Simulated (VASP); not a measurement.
Runs of VASP 6.6.1 on Ta. The structure is that of space group P6_3/mmc (No. 194), or close to it. The cells are those of the table. 

| cell | further INCAR settings | gap on the mesh (eV) | pressure (GPa) |
| --- | --- | --- | --- |
| a = 2.900, b = 2.900, c = 5.347 Å, angles 90.0, 90.0, 120.0°, 2 atoms | ALGO = Fast; EDIFF = 1e-06; NBANDS = 18 | none | -12.1 |
| a = 2.900, b = 2.900, c = 5.063 Å, angles 90.0, 90.0, 120.0°, 2 atoms | ALGO = Fast; EDIFF = 1e-07; NBANDS = 18 | none | -3.5 |
| a = 2.900, b = 2.900, c = 5.115 Å, angles 90.0, 90.0, 120.0°, 2 atoms | ALGO = Fast; EDIFF = 1e-06; NBANDS = 18 | none | (a) |
| a = 2.900, b = 2.900, c = 5.011 Å, angles 90.0, 90.0, 120.0°, 2 atoms | ALGO = Fast; EDIFF = 1e-06; NBANDS = 18 | none | -1.6 |
| a = 2.900, b = 2.900, c = 5.270 Å, angles 90.0, 90.0, 120.0°, 2 atoms | ALGO = Fast; EDIFF = 1e-07; NBANDS = 18 | none | (c) |
| a = 2.900, b = 2.900, c = 4.960 Å, angles 90.0, 90.0, 120.0°, 2 atoms | ALGO = Fast; EDIFF = 1e-06; NBANDS = 18 | none | 0.5 |
| a = 2.900, b = 2.900, c = 5.373 Å, angles 90.0, 90.0, 120.0°, 2 atoms | ALGO = Fast; EDIFF = 1e-06; NBANDS = 18 | none | -12.7 |
| a = 2.900, b = 2.900, c = 5.218 Å, angles 90.0, 90.0, 120.0°, 2 atoms | ALGO = Fast; EDIFF = 1e-06; NBANDS = 18 | none | -8.6 |
| a = 2.900, b = 2.900, c = 5.321 Å, angles 90.0, 90.0, 120.0°, 2 atoms | ALGO = Fast; EDIFF = 1e-07; NBANDS = 18 | none | (b) |

Alike in all rows: task single point; level PBEsol; potentials or basis VASP PAW PBE potentials, release 64 (Ta_pv); no spin polarisation; k mesh 18 × 18 × 10; cutoff (eV) 520; smearing gaussian 0.15 eV.

**Question.** Fill in the values left out.

**Answer.** (a) -5.3; (b) -11.4; (c) -10.1.

Caveats: the PAW data sets were made with another functional, which shifts forces and pressure a little; spin-orbit coupling is left out, which moves the levels of the heavy elements.

A k mesh can miss the band edges, and the runs leave out spin-orbit coupling on Ta.

A gap of «none» marks levels without a gap at the run's occupations.
